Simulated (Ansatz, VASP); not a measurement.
**NaCl: VASP beside Ansatz**

```
Cl Na
1.0
     3.50219    0.00000    0.00000
     0.00000    3.50219    0.00000
     0.00000    0.00000    3.50219
Cl Na
1 1
Direct
  0.50000 0.50000 0.50000
  0.00000 0.00000 0.00000
```

Alike in both runs: task relaxation of cell and atoms; functional RPBE; dispersion D3(BJ); k mesh 8 × 8 × 8; occupations fermi-dirac, width 0.05 eV; no spin polarisation.

```csv
,VASP,Ansatz
version,VASP 6.6.1,Ansatz 0.2.0
potentials or method,"VASP PAW PBE potentials, release 64 (Cl, Na_pv), cutoff 600 eV","all-electron LAPW, scalar-relativistic"
```

VASP gave:

- relaxed volume (Å³/atom): 16.12
- relaxed cell length with the largest relative difference (Å): 3.183

Task: Estimate Ansatz's values.

Result: Relaxed volume (Å³/atom): 16.08; relaxed cell length with the largest relative difference (Å): 3.180.

VASP's potentials were made for PBE, not for RPBE. Ansatz ran all-electron here, and VASP with PAW potentials.

Noted on VASP's run: the volume moved by over 15 % at a fixed basis, so the end points are rough. Noted on Ansatz's run: the volume moved by over 15 % at a fixed basis, so the end points are rough.
